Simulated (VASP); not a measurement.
Wanted: the native input for a VASP 6.6.1 run.

| Quantity | Value |
| --- | --- |
| Task | single point |
| Functional | PBE |
| Potentials or basis | VASP PAW PBE potentials, release 64 (Na_pv, B) |
| Cutoff | 520 eV |
| k mesh | 9 × 9 × 9 |
| Occupations | fermi-dirac, width 0.15 eV |
| Spin | no spin polarisation |
| Dipole correction | no |
| Further INCAR settings | ALGO = Normal; EDIFF = 1e-07; NBANDS = 12 |

The structure of NaB lies in POSCAR:

```
NaB
1.0
    0.0000000000      2.6838700000      2.6838700000
    2.6838700000      0.0000000000      2.6838700000
    2.6838700000      2.6838700000      0.0000000000
Na B
1 1
Direct
    0.0000000000      0.0000000000      0.0000000000
    0.5000000000      0.5000000000      0.5000000000
```

The input as run:

INCAR

```
SYSTEM = NaB
PREC = Accurate ; ENCUT = 520
EDIFF = 1E-7 ; ISMEAR = -1
SIGMA = 0.15 ; LREAL = .False.
LASPH = .True. ; NELM = 80
ALGO = Normal ; ISIF = 2
LWAVE = .False. ; LCHARG = .False.
GGA = PE ; NBANDS = 12
```

KPOINTS

```
Automatic mesh
0
Gamma
  9 9 9
  0 0 0
```

Potentials or basis: VASP PAW PBE potentials, release 64 (Na_pv, B).

Command:

```sh
$ cat potpaw_PBE.64/Na_pv/POTCAR potpaw_PBE.64/B/POTCAR > POTCAR
$ mpirun -np 1 vasp_std > vasp.out
```

It gave:

- Pressure: 0.3 GPa
- Band gap on the k mesh: zero (band 5 reaches 3.14 eV, above the bottom of band 6 at 0.14 eV)

Run time: 7.5 s on 1 thread of Intel(R) Xeon(R) Platinum 8488C (Sapphire Rapids), with other jobs on the host, peak memory 0.15 GiB.
